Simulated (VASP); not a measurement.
# B3C2 (P6/mmm) in VASP: notebook, part 2 of 2

VASP 6.6.1.

### 3 Single point, PBE

This run uses another cell than the first one: it holds 10 atoms, not 5.

The input, INCAR:

```
PREC = Accurate
ENCUT = 600
EDIFF = 1E-6
ISMEAR = 0
SIGMA = 0.2
LREAL = F
LASPH = T
NELM = 120
ALGO = Normal
ISIF = 2
LWAVE = F
LCHARG = T
GGA = PE
LELF = T
LVHAR = T
NBANDS = 28
GGA_COMPAT = F
```

The input, KPOINTS:

```
Automatic mesh
0
Gamma
  6 6 4
```

The input, POSCAR:

```
B3C2
1.0
    5.0644539219      0.0000000000      0.0000000000
   -2.5322269610      4.3859457527      0.0000000000
    0.0000000000      0.0000000000      9.1014206972
B C
6 4
Direct
    0.5000000000      0.0000000000      0.0000000000
    0.5000000000      0.0000000000      0.5000000000
    1.0000000000      0.5000000000      0.0000000000
    1.0000000000      0.5000000000      0.5000000000
    0.5000000000      0.5000000000      0.0000000000
    0.5000000000      0.5000000000      0.5000000000
    0.3333333333      0.6666666667      0.0000000000
    0.3333333333      0.6666666667      0.5000000000
    0.6666666667      0.3333333333      0.0000000000
    0.6666666667      0.3333333333      0.5000000000
```

Potentials or basis: VASP PAW PBE potentials, release 64 (B, C).

The run is started by

```sh
$ cat potpaw_PBE.64/B/POTCAR potpaw_PBE.64/C/POTCAR > POTCAR
$ mpirun -np 1 vasp_std > vasp.out
```

OUTCAR:

```text
PREC = Accurate
   ENCUT = 600
   EDIFF = 1E-6
   ISMEAR = 0
   LREAL = F
   LASPH = T
   NELM = 120
   ISIF = 2
   GGA = PE

 ion  position               nearest neighbor table
   1  0.500  0.000  0.000-   7 1.46   9 1.46
   2  0.500  0.000  0.500-   8 1.46  10 1.46
   3  0.000  0.500  0.000-   7 1.46   9 1.46
   4  0.000  0.500  0.500-   8 1.46  10 1.46
   5  0.500  0.500  0.000-   7 1.46   9 1.46
   6  0.500  0.500  0.500-   8 1.46  10 1.46
   7  0.333  0.667  0.000-   3 1.46   1 1.46   5 1.46
   8  0.333  0.667  0.500-   4 1.46   2 1.46   6 1.46
   9  0.667  0.333  0.000-   3 1.46   1 1.46   5 1.46
  10  0.667  0.333  0.500-   4 1.46   2 1.46   6 1.46
[... 7 lines left out ...]
 A1 = (   5.0644539219,   0.0000000000,   0.0000000000)
 A2 = (  -2.5322269610,   4.3859457527,   0.0000000000)
 A3 = (   0.0000000000,   0.0000000000,   9.1014206972)

Analysis of symmetry for initial positions (statically):
=====================================================================
 Subroutine PRICEL returns following result:

  LATTYP: Found a hexagonal cell.
[... 204 lines left out ...]
      3     -13.0260      2.00000
      4     -13.0113      2.00000
      5      -7.9259      2.00000
      6      -7.9259      2.00000
[... 640 lines left out ...]
     27       5.4921      0.00000
     28       5.4921      0.00000

------------------------ aborting loop because EDIFF is reached ----------------------------------------

  FORCE on cell =-STRESS in cart. coord.  units (eV):
  Direction    XX          YY          ZZ          XY          YZ          ZX
  --------------------------------------------------------------------------------------
  -------------------------------------------------------------------------------------
  Total       -0.1328418     -0.1328418     -0.0433027      0.0000000      0.0000000     -0.0000000
  in kB       -1.0527866     -1.0527866     -0.3431787      0.0000000      0.0000000     -0.0000000
  external PRESSURE =      -0.8162506 kB  Pullay stress =       0.0000000 kB

 VOLUME and BASIS-vectors are now :
 -----------------------------------------------------------------------------
  energy-cutoff  :      600.00
  volume of cell :      202.16
      direct lattice vectors                 reciprocal lattice vectors
     5.064453922  0.000000000  0.000000000     0.197454655  0.114000498  0.000000000
    -2.532226961  4.385945753  0.000000000     0.000000000  0.228000996  0.000000000
     0.000000000  0.000000000  9.101420697     0.000000000  0.000000000  0.109872956

 POSITION                                       TOTAL-FORCE (eV/Angst)
 -----------------------------------------------------------------------------------
      2.53223      0.00000      0.00000         0.000000      0.000000     -0.000000
      2.53223      0.00000      4.55071         0.000000      0.000000     -0.000000
     -1.26611      2.19297      0.00000         0.000000      0.000000      0.000000
     -1.26611      2.19297      4.55071         0.000000      0.000000      0.000000
      1.26611      2.19297      0.00000         0.000000      0.000000     -0.000000
      1.26611      2.19297      4.55071         0.000000      0.000000     -0.000000
     -0.00000      2.92396      0.00000        -0.000000     -0.000000     -0.000000
     -0.00000      2.92396      4.55071        -0.000000     -0.000000     -0.000000
      2.53223      1.46198      0.00000         0.000000      0.000000      0.000000
      2.53223      1.46198      4.55071         0.000000      0.000000      0.000000
 -----------------------------------------------------------------------------------
    total drift:                                0.000000     -0.000000     -0.000000

  FREE ENERGIE OF THE ION-ELECTRON SYSTEM (eV)
  ---------------------------------------------------
  free  energy   TOTEN  =       -68.7309626518 eV

  energy  without entropy=      -68.6511439450  energy(sigma->0) =      -68.69105330
```

OSZICAR:

```text
N       E                     dE             d eps       ncg     rms          rms(c)
DAV:   1     0.155072912085E+03    0.15507E+03   -0.14924E+04  1176   0.111E+03
DAV:   2    -0.591205506637E+02   -0.21419E+03   -0.20427E+03  1644   0.218E+02
DAV:   3    -0.799689078507E+02   -0.20848E+02   -0.20604E+02  1464   0.656E+01
DAV:   4    -0.805827542044E+02   -0.61385E+00   -0.61104E+00  1568   0.128E+01
DAV:   5    -0.805999673754E+02   -0.17213E-01   -0.17206E-01  1508   0.200E+00    0.173E+01
DAV:   6    -0.698636458999E+02    0.10736E+02   -0.28550E+01  1244   0.208E+01    0.720E+00
DAV:   7    -0.689360320107E+02    0.92761E+00   -0.25728E+00  1400   0.652E+00    0.400E+00
DAV:   8    -0.687295348662E+02    0.20650E+00   -0.74187E-01  1320   0.355E+00    0.653E-01
DAV:   9    -0.687246956655E+02    0.48392E-02   -0.32542E-02  1348   0.868E-01    0.284E-01
DAV:  10    -0.687291829987E+02   -0.44873E-02   -0.74190E-03  1564   0.371E-01    0.103E-01
DAV:  11    -0.687307496777E+02   -0.15667E-02   -0.22697E-03  1436   0.214E-01    0.629E-02
DAV:  12    -0.687309360292E+02   -0.18635E-03   -0.59504E-04  1316   0.963E-02    0.967E-03
DAV:  13    -0.687309511327E+02   -0.15103E-04   -0.36804E-05  1628   0.291E-02    0.938E-03
DAV:  14    -0.687309620825E+02   -0.10950E-04   -0.19528E-05  1268   0.191E-02    0.166E-03
DAV:  15    -0.687309626518E+02   -0.56930E-06   -0.11916E-06  1064   0.406E-03
   1 F= -.68730963E+02 E0= -.68691053E+02  d E =-.798187E-01
```

Wall time 2.3 min (1 thread of Intel Xeon Platinum 8259CL at 2.50GHz (Skylake/Cascade Lake), shared host); peak memory 0.4 GiB.

What came out:

```
Free energy            : -68.7310 eV
Pressure               : -0.1 GPa
Band gap on the k mesh : zero (bands 17 and 18 overlap by 1.31 eV)
```

Levels at points of the mesh, in eV from the Fermi level:
```csv
k point,band 14,band 15,band 16,band 17,band 18,band 19
"(0.00, 0.00, 0.00)",-5.35,-1.47,-1.21,0.85,0.85,0.93
"(0.50, 0.00, 0.00)",-4.49,-3.79,-3.39,-0.21,-0.06,0.80
"(0.00, 0.00, 0.50)",-5.60,-1.34,-1.34,0.89,0.89,0.89
"(0.50, 0.00, 0.50)",-4.71,-3.59,-3.59,-0.14,-0.14,1.05
```

Caveat: this functional lacks dispersion, which binds the layers, so the pressure and a relaxed spacing across them are unreliable.

### 4 Single point, PBE

The input, INCAR:

```
SYSTEM = B3C2
ALGO = Normal
EDIFF = 1E-7
ENCUT = 520
GGA = PE
ISIF = 2
ISMEAR = 0
LASPH = .TRUE.
LCHARG = .FALSE.
LREAL = .FALSE.
LWAVE = .FALSE.
NBANDS = 16
NELM = 80
PREC = Accurate
SIGMA = 0.1
```

The input, KPOINTS:

```
k-points
0
G
  6 6 4
  0 0 0
```

The input, POSCAR:

```
B3C2
1.0
    3.9462724500      0.0000000000      0.0000000000
   -1.9731362300      3.4175721900      0.0000000000
    0.0000000000      0.0000000000      4.3169870600
B C
3 2
Direct
    0.5000000000      0.0000000000      0.0000000000
    0.0000000000      0.5000000000      0.0000000000
    0.5000000000      0.5000000000      0.0000000000
    0.3333333300      0.6666666700      0.0000000000
    0.6666666700      0.3333333300      0.0000000000
```

The run is started by

```sh
$ cat potpaw_PBE.64/B/POTCAR potpaw_PBE.64/C/POTCAR > POTCAR
$ mpirun -np 1 vasp_std > vasp.out
```

Wall time 15 s (1 thread of AMD EPYC 7R13 (Zen 3), shared host); peak memory 0.14 GiB.

Results (log left out):

```
Free energy            : -14.6418 eV
Pressure               : 161.6 GPa
Band gap on the k mesh : zero (an odd number of electrons rules out a gap without spin polarisation)
```

Stress tensor (GPa, compression positive):
```
243.34   0.00   0.00
  0.00 243.34   0.00
  0.00   0.00  -1.89
```

Levels at points of the mesh, in eV from the Fermi level:
| k point | band 6 | band 7 | band 8 | band 9 | band 10 | band 11 |
| --- | --- | --- | --- | --- | --- | --- |
| (0.00, 0.00, 0.00) | -10.61 | -10.61 | -3.15 | -0.22 | 1.09 | 1.09 |
| (0.50, 0.00, 0.00) | -9.82 | -9.15 | -7.22 | -0.07 | 0.59 | 2.93 |
| (0.00, 0.00, 0.50) | -10.58 | -10.58 | -3.31 | 0.73 | 0.73 | 1.30 |
| (0.50, 0.00, 0.50) | -9.81 | -9.46 | -7.53 | 0.09 | 0.16 | 2.06 |

Caveat: the k points lie up to 0.36 Å⁻¹ apart, too coarse for converged energies and pressures of a metal; this functional lacks dispersion, which binds the layers, so the pressure and a relaxed spacing across them are unreliable.

### 5 Single point, PBE

This run uses another cell than the first one, of 18.70 Å³/atom.

The input, INCAR:

```
SYSTEM = B3C2
ALGO     = Normal         ! electronic algorithm
EDIFF    = 1E-6           ! SCF threshold, eV
ENCUT    = 520            ! plane-wave cutoff, eV
GGA      = PE             ! functional
ISIF     = 2              ! what is computed and relaxed
ISMEAR   = 0              ! smearing method
LASPH    = .True.         ! aspherical terms in the spheres
LCHARG   = .False.        ! write CHGCAR
LREAL    = .False.        ! projectors in reciprocal space
LWAVE    = .False.        ! write WAVECAR
NBANDS   = 16             ! bands
NELM     = 60             ! most SCF steps
PREC     = Accurate       ! precision mode
SIGMA    = 0.1            ! smearing width, eV
```

The input, KPOINTS:

```
k-points
0
Gamma
  6 6 4
  0 0 0
```

The input, POSCAR:

```
B3C2
1.0
    5.0646686679      0.0000000037      0.0000000000
   -2.5323343372      4.3861317263      0.0000000000
    0.0000000000      0.0000000000      4.2087222223
B C
3 2
Direct
    0.5000000000      0.0000000000      0.0000000000
    0.0000000000      0.5000000000      0.0000000000
    0.5000000000      0.5000000000      0.0000000000
    0.3333333333      0.6666666667      0.0000000000
    0.6666666667      0.3333333333      0.0000000000
```

The run is started by

```sh
$ cat potpaw_PBE.64/B/POTCAR potpaw_PBE.64/C/POTCAR > POTCAR
$ mpirun -np 1 vasp_std > vasp.out
```

Wall time 22 s (1 thread of AMD EPYC 7R13 (Zen 3), shared host); peak memory 0.18 GiB.

The run converged. Its results:

| Item | Value |
| --- | --- |
| Free energy | -34.3361 eV |
| Pressure | 0.0 GPa |
| Band gap on the k mesh | zero (an odd number of electrons rules out a gap without spin polarisation) |

Stress tensor (GPa, compression positive):
```
-0.10  0.00  0.00
 0.00 -0.10  0.00
 0.00  0.00  0.29
```

Levels at points of the mesh, in eV from the Fermi level:
| k point | band 5 | band 6 | band 7 | band 8 | band 9 | band 10 | band 11 | band 12 |
| --- | --- | --- | --- | --- | --- | --- | --- | --- |
| (0.00, 0.00, 0.00) | -7.30 | -7.30 | -5.19 | -1.11 | 0.82 | 0.82 | 1.22 | 1.62 |
| (0.50, 0.00, 0.00) | -6.97 | -6.50 | -4.34 | -3.25 | -0.26 | 1.10 | 1.50 | 3.12 |
| (0.00, 0.00, 0.50) | -7.27 | -7.27 | -5.96 | -1.56 | 0.87 | 0.87 | 0.96 | 0.96 |
| (0.50, 0.00, 0.50) | -6.93 | -6.49 | -5.04 | -3.91 | -0.02 | 0.65 | 1.22 | 2.98 |

Caveat: the k points lie up to 0.37 Å⁻¹ apart, too coarse for converged energies and pressures of a metal; this functional lacks dispersion, which binds the layers, so the pressure and a relaxed spacing across them are unreliable.

### 6 Overview

```csv
spin,cell,cutoff (eV),smearing,gap on the mesh (eV),pressure (GPa)
collinear,"a = 3.946, b = 3.946, c = 4.317 Å, angles 90.0, 90.0, 120.0°, 5 atoms, atomic positions A",600,gaussian 0.1 eV,none,161.7
off,"a = 5.064, b = 5.064, c = 9.101 Å, angles 90.0, 90.0, 120.0°, 10 atoms, atomic positions B",600,gaussian 0.2 eV,none,-0.1
off,"a = 3.946, b = 3.946, c = 4.317 Å, angles 90.0, 90.0, 120.0°, 5 atoms, atomic positions A",520,gaussian 0.1 eV,none,161.6
off,"a = 5.065, b = 5.065, c = 4.209 Å, angles 90.0, 90.0, 120.0°, 5 atoms, atomic positions A",520,gaussian 0.1 eV,none,0.0
```

Alike in all rows: task single point; level PBE; potentials or basis VASP PAW PBE potentials, release 64 (B, C); k mesh 6 × 6 × 4.

Caveats: some runs use coarse meshes; this functional lacks dispersion, which binds the layers, so the pressure and a relaxed spacing across them are unreliable.

Absolute energies hang on the potentials; compare differences alone.
